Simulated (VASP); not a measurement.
Runs of VASP 6.6.1 on InSe5. The structure is that of space group P-62m (No. 189), or close to it. The cells are those of the table. 

```csv
task,cell,k mesh,cutoff (eV),gap on the mesh (eV),pressure (GPa),largest force (eV/Å)
single point,"a = 6.578, b = 6.578, c = 3.812 Å, angles 90.0, 90.0, 120.0°, 6 atoms",6 × 6 × 10,520,none,0.0,-
single point,"a = 6.249, b = 6.249, c = 5.765 Å, angles 90.0, 90.0, 120.0°, 6 atoms",3 × 3 × 4,520,none,-8.6,(a)
single point,"a = 6.482, b = 6.482, c = 3.902 Å, angles 90.0, 90.0, 120.0°, 6 atoms",3 × 3 × 4,520,none,0.0,-
relaxation of cell and atoms,"relaxed from a = 6.482, b = 6.482, c = 3.902 Å, angles 90.0, 90.0, 120.0°, 6 atoms",6 × 6 × 10,600,none,0.0,0.01
```

Alike in all rows: level PBE; potentials or basis VASP PAW PBE potentials, release 64 (In_d, Se); no spin polarisation; smearing gaussian 0.1 eV.

Q: Fill in the values left out.

A: (a) 0.25.

Caveats: some runs use coarse meshes; spin-orbit coupling is left out, which moves the levels of the heavy elements.

A k mesh can miss the band edges, and the runs leave out spin-orbit coupling on In, Se.

A gap of «none» marks levels without a gap at the run's occupations.
